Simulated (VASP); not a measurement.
Write the native input for VASP 6.6.1 that does the following.

- Task: single point
- Functional: PBE
- Potentials or basis: VASP PAW PBE potentials, release 64 (Cu_sv_GW)
- Cutoff: 820 eV
- k mesh: 12 × 12 × 12
- Occupations: gaussian, width 0.15 eV
- Spin: no spin polarisation
- Dipole correction: no
- Further INCAR settings: ALGO = Normal; EDIFF = 1e-06; NBANDS = 26

The structure of Cu lies in POSCAR:

```
Cu
1.0
    0.0000000000      0.0000000000     -2.7591133692
    0.0000000000     -2.9510604861      0.0000000000
   -2.9510604861      0.0000000000      0.0000000000
Cu
2
Direct
    0.5001684738      0.4999609362      0.4999791748
   -0.0001684738      0.0000390638      0.0000208252
```

One way to write it, as run:

INCAR

```
PREC = Accurate ; ENCUT = 820
EDIFF = 1E-6 ; ISMEAR = 0
SIGMA = 0.15 ; LREAL = False
LASPH = True ; NELM = 120
ALGO = Normal ; ISIF = 2
LWAVE = False ; LCHARG = False
GGA = PE ; NBANDS = 26
GGA_COMPAT = False
```

KPOINTS

```
regular mesh
0
Gamma
  12 12 12
```

Potentials or basis: VASP PAW PBE potentials, release 64 (Cu_sv_GW).

Run with:

```console
$ cat potpaw_PBE.64/Cu_sv_GW/POTCAR > POTCAR
$ mpirun -np 1 vasp_std > vasp.out
```

It gave:

| Quantity | Value |
| --- | --- |
| Pressure | -1.7 GPa |
| Largest force | 0.005 eV/Å |
| Band gap on the k mesh | zero (bands 19 and 20 overlap by 7.56 eV) |

Run time: 7.7 min on 1 thread of Intel(R) Xeon(R) Platinum 8559C (Emerald Rapids) (shared host), peak memory 1 GiB.
